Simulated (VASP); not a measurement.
# Ca2F3 (R-3m) in VASP: notebook

Runs on Ca2F3. Level: PBE. Tasks: single point.

Everything below comes from runs of VASP 6.6.1. Logs are shortened: lines on timing, memory, paths and dates and some standing lists are left out, and cuts for length are marked.

## Step 1: The cell of the first run

It takes space group R-3m (No. 166, trigonal). Conventional cell: a = 3.546 Å, b = 3.546 Å, c = 24.658 Å, α = 90.00°, β = 90.00°, γ = 120.00°. Within 3.3 Å of Ca (site symmetry 3m) lie 6 F at 2.49 to 2.63 Å. Within 3.7 Å of F (site symmetry -3m) lie 6 Ca at 2.63 Å and 12 F at 3.55 to 3.68 Å. Within 3.3 Å of F (site symmetry 3m) lie 3 Ca at 2.49 Å and 3 F at 2.94 Å.

## Step 2: Single point, PBE

INCAR reads:

```
SYSTEM = Ca2F3
PREC = Accurate
ENCUT = 520
EDIFF = 1E-6
ISMEAR = 0
SIGMA = 0.1
LREAL = .FALSE.
LASPH = .TRUE.
NELM = 80
ALGO = Normal
ISIF = 2
LWAVE = .FALSE.
LCHARG = .FALSE.
GGA = PE
NBANDS = 28
```

KPOINTS reads:

```
regular mesh
0
G
  6 6 6
  0 0 0
```

POSCAR reads:

```
Ca2F3
1.0
    1.7731171692      1.0237096749      8.2192975031
   -1.7731171692      1.0237096749      8.2192975031
    0.0000000000     -2.0474193499      8.2192975031
Ca F
2 3
Direct
    0.4000000000      0.4000000000      0.4000000000
    0.6000000000      0.6000000000      0.6000000000
    0.0000000000      0.0000000000      0.0000000000
    0.2095000000      0.2095000000      0.2095000000
    0.7905000000      0.7905000000      0.7905000000
```

Potentials or basis: VASP PAW PBE potentials, release 64 (Ca_sv, F).

Launch:

```
> cat potpaw_PBE.64/Ca_sv/POTCAR potpaw_PBE.64/F/POTCAR > POTCAR
> mpirun -np 1 vasp_std > vasp.out
```

OUTCAR:

```text
SYSTEM = Ca2F3
   PREC = Accurate
   ENCUT = 520
   EDIFF = 1E-6
   ISMEAR = 0
   LREAL = .FALSE.
   LASPH = .TRUE.
   NELM = 80
   ISIF = 2
   GGA = PE

 ion  position               nearest neighbor table
   1  0.400  0.400  0.400-   5 2.49   5 2.49   5 2.49
   2  0.600  0.600  0.600-   4 2.49   4 2.49   4 2.49
   3  0.000  0.000  0.000-
   4  0.209  0.209  0.209-   2 2.49   2 2.49   2 2.49
   5  0.791  0.791  0.791-   1 2.49   1 2.49   1 2.49

  LATTYP: Found a trigonal (rhomboedric) cell.
 ALAT       =     8.4704650072
 COS(alpha) =     0.9123624232

  Lattice vectors:

 A1 = (   1.7731171692,   1.0237096749,   8.2192975031)
 A2 = (  -1.7731171692,   1.0237096749,   8.2192975031)
 A3 = (   0.0000000000,  -2.0474193499,   8.2192975031)

Analysis of symmetry for initial positions (statically):
=====================================================================
 Subroutine PRICEL returns:
 Original cell was already a primitive cell.

 Routine SETGRP: Setting up the symmetry group for a
 trigonal (rhombohedral) supercell.

 Subroutine GETGRP returns: Found 12 space group operations
 (whereof 12 operations were pure point group operations)
 out of a pool of 12 trial point group operations.

The static configuration has the point symmetry D_3d.

Analysis of symmetry for dynamics (positions and initial velocities):
=====================================================================
 Subroutine PRICEL returns:
 Original cell was already a primitive cell.

 Routine SETGRP: Setting up the symmetry group for a
 trigonal (rhombohedral) supercell.

 Subroutine GETGRP returns: Found 12 space group operations
 (whereof 12 operations were pure point group operations)
 out of a pool of 12 trial point group operations.

The dynamic configuration has the point symmetry D_3d.

 Subroutine INISYM returns: Found 12 space group operations
 (whereof 12 operations are pure point group operations),
 and found     1 'primitive' translations

----------------------------------------------------------------------------------------

                                     Primitive cell

  volume of cell :      89.5159

  direct lattice vectors                    reciprocal lattice vectors
     1.773117169  1.023709675  8.219297503     0.281989261  0.162806576  0.040554966
    -1.773117169  1.023709675  8.219297503    -0.281989261  0.162806576  0.040554966
[... 84 lines left out ...]
   ICHARG =      2    charge: 1-file 2-atom 10-const
   ISPIN  =      1    spin polarized calculation?
   LNONCOLLINEAR =      F non collinear calculations
   LSORBIT =      F    spin-orbit coupling
   LASPH  =      T    aspherical Exc in radial PAW
   ENCUT  =  520.0 eV  38.22 Ry    6.18 a.u.  15.75 15.75 15.75*2*pi/ulx,y,z
   NELM   =     80;   NELMIN=  2; NELMDL= -5     # of ELM steps
   EDIFF  = 0.1E-05   stopping-criterion for ELM
   LREAL  =      F    real-space projection
[... 7 lines left out ...]
   TEBEG  =    0.0;   TEEND  =   0.0 temperature during run
   PSTRESS=    0.0 pullay stress
   NELECT =      41.0000    total number of electrons
   NUPDOWN=      -1.0000    fix difference up-down
   EMIN   =  10.00;   EMAX   =-10.00  energy-range for DOS
   EFERMI =   0.00;   METHOD = LEGACY
   ISMEAR =     0;   SIGMA  =   0.10  broadening in eV -4-tet -1-fermi 0-gaus
   EFERMI_NEDOS =   21; number of points for ismear=-14 and -15
   IALGO  =     38    algorithm
   IMIX   =      4    mixing-type and parameters
     AMIX     =   0.40;   BMIX     =  1.00
     AMIX_MAG =   1.60;   BMIX_MAG =  1.00
  volume/ion in A,a.u.               =      17.90       120.82
  Fermi-wavevector in a.u.,A,eV,Ry     =   1.261932  2.384706 21.666912  1.592473
  Thomas-Fermi vector in A             =   2.395366
   LORBIT       =      0    0 simple, 1 ext, 2 COOP (PROOUT), +10 PAW based schemes
   GGA     = PE    functional components
   LHFCALC =     F    Hartree Fock is set to
   AEXX    =    0.0000 exact exchange contribution
   IVDW    =     0    specifies the selected vdW correction
   LEPSILON=     F    determine dielectric tensor
   LRPA    =     F    only Hartree local field effects (RPA)
 non-spin polarized calculation
 Gauss-broadening in eV      SIGMA  =   0.10
  energy-cutoff  :      520.00
  volume of cell :       89.52
 maximum number of plane-waves:      2473
   NGX = 31   NGY = 31   NGZ = 31

 number of electron      40.9999995 magnetization

 Free energy of the ion-electron system (eV)
  ---------------------------------------------------
  ext. energy  EPLUGINS =         0.00000000
  ---------------------------------------------------
  free energy    TOTEN  =       -23.82123141 eV

  energy without entropy =      -23.80907509  energy(sigma->0) =      -23.81515325

 E-fermi :   3.9139     XC(G=0):  -8.8154

 val. band max:        3.8821469808   @ k =   0.5000   0.5000   0.5000
 cond. band min:       3.9281209741   @ k =   0.3333   0.3333   0.0000
 fundamental gap:      0.0459739932
 Fermi energy:         3.9139413616

 k-point     1 :       0.0000    0.0000    0.0000
  band No.  band energies     occupation
      1     -39.0824      2.00000
      2     -39.0719      2.00000
      3     -22.7904      2.00000
      4     -20.7524      2.00000
      5     -20.6538      2.00000
      6     -19.9745      2.00000
[... 733 lines left out ...]
     27       6.9997      0.00000
     28       7.2674      0.00000

 [... further k-points ...]

------------------------ aborting loop because EDIFF is reached ----------------------------------------

  FORCE on cell =-STRESS in cart. coord.  units (eV):
  Direction    XX          YY          ZZ          XY          YZ          ZX
  --------------------------------------------------------------------------------------
  -------------------------------------------------------------------------------------
  Total        0.3330406      0.3330406     -6.1941854      0.0000000      0.0000000     -0.0000000
  in kB        5.9608422      5.9608422   -110.8650319      0.0000000      0.0000000     -0.0000000
  external PRESSURE =     -32.9811158 kB  Pullay stress =       0.0000000 kB

 VOLUME and BASIS-vectors are now :
 -----------------------------------------------------------------------------
  energy-cutoff  :      520.00
  volume of cell :       89.52
      direct lattice vectors                 reciprocal lattice vectors
     1.773117169  1.023709675  8.219297503     0.281989261  0.162806576  0.040554966
    -1.773117169  1.023709675  8.219297503    -0.281989261  0.162806576  0.040554966
     0.000000000 -2.047419350  8.219297503     0.000000000 -0.325613151  0.040554966

 POSITION                                       TOTAL-FORCE (eV/Angst)
 -----------------------------------------------------------------------------------
      0.00000     -0.00000      9.86316         0.000000     -0.000000      1.856157
      0.00000     -0.00000     14.79474         0.000000      0.000000     -1.856157
      0.00000      0.00000      0.00000         0.000000     -0.000000     -0.000000
      0.00000     -0.00000      5.16583         0.000000     -0.000000      2.167503
      0.00000     -0.00000     19.49206         0.000000      0.000000     -2.167503
 -----------------------------------------------------------------------------------
    total drift:                               -0.000000     -0.000000     -0.000000

  FREE ENERGIE OF THE ION-ELECTRON SYSTEM (eV)
  ---------------------------------------------------
  free  energy   TOTEN  =       -23.8212314059 eV

  energy  without entropy=      -23.8090750913  energy(sigma->0) =      -23.81515325
```

OSZICAR:

```text
N       E                     dE             d eps       ncg     rms          rms(c)
DAV:   1     0.407284998942E+03    0.40728E+03   -0.21002E+04  1792   0.141E+03
DAV:   2     0.180688352319E+01   -0.40548E+03   -0.39782E+03  2264   0.408E+02
DAV:   3    -0.244384277558E+02   -0.26245E+02   -0.26028E+02  2424   0.103E+02
DAV:   4    -0.259869085780E+02   -0.15485E+01   -0.15013E+01  2984   0.167E+01
DAV:   5    -0.260168245726E+02   -0.29916E-01   -0.29865E-01  2440   0.208E+00    0.973E+00
DAV:   6    -0.238605702130E+02    0.21563E+01   -0.11936E+01  2008   0.174E+01    0.447E+00
DAV:   7    -0.238241117234E+02    0.36458E-01   -0.71652E-01  2572   0.525E+00    0.227E+00
DAV:   8    -0.238154499898E+02    0.86617E-02   -0.11287E-01  2284   0.265E+00    0.371E-01
DAV:   9    -0.238190806514E+02   -0.36307E-02   -0.14342E-02  2692   0.719E-01    0.150E-01
DAV:  10    -0.238210316351E+02   -0.19510E-02   -0.25283E-03  2220   0.326E-01    0.601E-02
DAV:  11    -0.238212207559E+02   -0.18912E-03   -0.38178E-04  2604   0.122E-01    0.168E-02
DAV:  12    -0.238212362064E+02   -0.15450E-04   -0.70997E-05  2260   0.499E-02    0.138E-02
DAV:  13    -0.238212322217E+02    0.39846E-05   -0.15752E-05  2460   0.264E-02    0.419E-03
DAV:  14    -0.238212314059E+02    0.81579E-06   -0.25864E-06  1932   0.100E-02
   1 F= -.23821231E+02 E0= -.23815153E+02  d E =-.121563E-01
```

Wall time 3.2 min (1 thread of Intel Xeon 6975P-C (Granite Rapids), shared host); peak memory 0.55 GiB.

What came out:

```
Free energy            : -23.8212 eV
Pressure               : -3.3 GPa
Largest force          : 2.168 eV/Å
Band gap on the k mesh : zero (an odd number of electrons rules out a gap without spin polarisation)
```

Forces in eV/Å, atoms in the order of the input:
```
Ca   0.000  0.000  1.856
Ca   0.000  0.000 -1.856
F    0.000  0.000  0.000
F    0.000  0.000  2.168
F    0.000  0.000 -2.168
```

Caveat: the stress differs along the axes, from -11 to 1 GPa; an odd number of electrons without spin polarisation forces a metal; a magnetic or distorted state may lie lower.

## Step 3: Single point, PBE

This run uses another cell than the first one, of 18.81 Å³/atom.

INCAR reads:

```
ALGO = Normal
EDIFF = 1E-6
ENCUT = 520
GGA = PE
ISIF = 2
ISMEAR = 0
LASPH = T
LCHARG = F
LREAL = F
LWAVE = F
NBANDS = 28
NELM = 100
PREC = Accurate
SIGMA = 0.1
```

KPOINTS reads:

```
k-points
0
Gamma
  6 6 6
```

POSCAR reads:

```
Ca2F3
1.0
    1.9802588850      1.1433030003      6.9243676728
   -1.9802588850      1.1433030003      6.9243676728
    0.0000000000     -2.2866060007      6.9243676728
Ca F
2 3
Direct
    0.3971709144      0.3971709144      0.3971709144
    0.6028290856      0.6028290856      0.6028290856
    0.0000000000      0.0000000000      0.0000000000
    0.2742549873      0.2742549873      0.2742549873
    0.7257450127      0.7257450127      0.7257450127
```

Potentials or basis: VASP PAW PBE potentials, release 64 (Ca_sv, F).

Launch:

```
> cat potpaw_PBE.64/Ca_sv/POTCAR potpaw_PBE.64/F/POTCAR > POTCAR
> mpirun -np 1 vasp_std > vasp.out
```

Run time: 2.2 min. Hardware: 1 thread of Intel Xeon 6975P-C (Granite Rapids), shared host; peak memory 0.38 GiB.

It converged, with:

```yaml
Free_energy: -25.7871 eV
Pressure: 0.3 GPa
Largest_force: 0.064 eV/Å
Band_gap_on_the_k_mesh: zero (an odd number of electrons rules out a gap without spin polarisation)
```

Forces in eV/Å, atoms in the order of the input:
```
Ca   0.000  0.000  0.064
Ca   0.000  0.000 -0.064
F    0.000  0.000  0.000
F    0.000  0.000  0.006
F    0.000  0.000 -0.006
```

Stress tensor (GPa, compression positive):
```
 0.52  0.00  0.00
 0.00  0.52  0.00
 0.00  0.00 -0.14
```

Levels at points of the mesh, in eV from the Fermi level:
| k point | band 17 | band 18 | band 19 | band 20 | band 21 | band 22 | band 23 | band 24 | band 25 | band 26 |
| --- | --- | --- | --- | --- | --- | --- | --- | --- | --- | --- |
| (0.00, 0.00, 0.00) | -7.06 | -6.55 | -5.95 | -5.95 | -1.58 | 2.59 | 2.59 | 2.64 | 2.90 | 3.52 |
| (0.50, 0.00, 0.00) | -7.20 | -6.11 | -6.01 | -5.75 | 0.78 | 0.85 | 2.61 | 2.65 | 2.67 | 3.13 |
| (0.50, 0.50, 0.00) | -7.17 | -6.12 | -6.01 | -5.76 | 0.94 | 1.11 | 1.98 | 2.35 | 2.82 | 3.14 |
| (0.50, 0.50, 0.50) | -7.14 | -6.58 | -5.95 | -5.95 | -1.00 | 1.61 | 2.42 | 2.42 | 2.99 | 3.07 |

Caveat: an odd number of electrons without spin polarisation forces a metal; a magnetic or distorted state may lie lower.

## Step 4: Single point, PBE

This run uses another cell than the first one, of 18.80 Å³/atom.

INCAR reads:

```
PREC     = Accurate       # precision mode
ENCUT    = 520            # plane-wave cutoff, eV
EDIFF    = 1E-6           # SCF threshold, eV
ISMEAR   = 0              # smearing method
SIGMA    = 0.1            # smearing width, eV
LREAL    = F              # projectors in reciprocal space
LASPH    = T              # aspherical terms in the spheres
NELM     = 80             # most SCF steps
ALGO     = Normal         # electronic algorithm
ISIF     = 2              # what is computed and relaxed
LWAVE    = F              # write WAVECAR
LCHARG   = F              # write CHGCAR
GGA      = PE             # functional
NBANDS   = 28             # bands
```

KPOINTS reads:

```
regular mesh
0
Gamma
  12 12 12
```

POSCAR reads:

```
Ca2F3
1.0
    1.9852749861      1.1461990476      6.8848611129
   -1.9852749861      1.1461990476      6.8848611129
    0.0000000000     -2.2923980953      6.8848611129
Ca F
2 3
Direct
    0.3972570337      0.3972570337      0.3972570337
    0.6027429663      0.6027429663      0.6027429663
    0.0000000000      0.0000000000      0.0000000000
    0.2744558049      0.2744558049      0.2744558049
    0.7255441951      0.7255441951      0.7255441951
```

Launch:

```
> cat potpaw_PBE.64/Ca_sv/POTCAR potpaw_PBE.64/F/POTCAR > POTCAR
> mpirun -np 1 vasp_std > vasp.out
```

It took 13 min on 1 thread of Intel Xeon 6975P-C (Granite Rapids), shared host; peak memory 0.64 GiB.

It converged, with:

- Free energy: -25.7781 eV
- Pressure: 0.1 GPa
- Largest force: 0.033 eV/Å
- Band gap on the k mesh: zero (an odd number of electrons rules out a gap without spin polarisation)

Forces on the atoms (eV/Å):
```
Ca   0.000  0.000  0.033
Ca   0.000  0.000 -0.033
F    0.000  0.000  0.000
F    0.000  0.000 -0.005
F    0.000  0.000  0.005
```

Stress tensor (GPa, compression positive):
```
 0.25  0.00  0.00
 0.00  0.25  0.00
 0.00  0.00 -0.06
```

Levels at points of the mesh, in eV from the Fermi level:
```csv
k point,band 19,band 20,band 21,band 22,band 23,band 24
"(0.00, 0.00, 0.00)",-5.96,-5.96,-1.65,2.55,2.55,2.60
"(0.50, 0.00, 0.00)",-6.02,-5.77,0.70,0.78,2.58,2.61
"(0.50, 0.50, 0.00)",-6.02,-5.77,0.86,1.04,1.94,2.29
"(0.50, 0.50, 0.50)",-5.96,-5.96,-1.06,1.59,2.37,2.37
```

Caveat: an odd number of electrons without spin polarisation forces a metal; a magnetic or distorted state may lie lower.

## Step 5: Overview

| cell | k mesh | gap on the mesh (eV) | pressure (GPa) | largest force (eV/Å) |
| --- | --- | --- | --- | --- |
| a = 8.470 Å, angles 24.2°, 5 atoms, atomic positions A | 6 × 6 × 6 | none | -3.3 | 2.17 |
| a = 7.292 Å, angles 31.5°, 5 atoms, atomic positions B | 6 × 6 × 6 | none | 0.3 | 0.06 |
| a = 7.256 Å, angles 31.8°, 5 atoms, atomic positions C | 12 × 12 × 12 | none | 0.1 | 0.03 |

Alike in all rows: task single point; level PBE; potentials or basis VASP PAW PBE potentials, release 64 (Ca_sv, F); no spin polarisation; cutoff (eV) 520; smearing gaussian 0.1 eV.

Caveats: an odd number of electrons without spin polarisation forces a metal; a magnetic or distorted state may lie lower; the stress differs along the axes, from -11 to 1 GPa (at least some runs).

Absolute energies hang on the potentials; compare differences alone.

The gap in the log of VASP goes by the Fermi energy; the results here count the filled bands.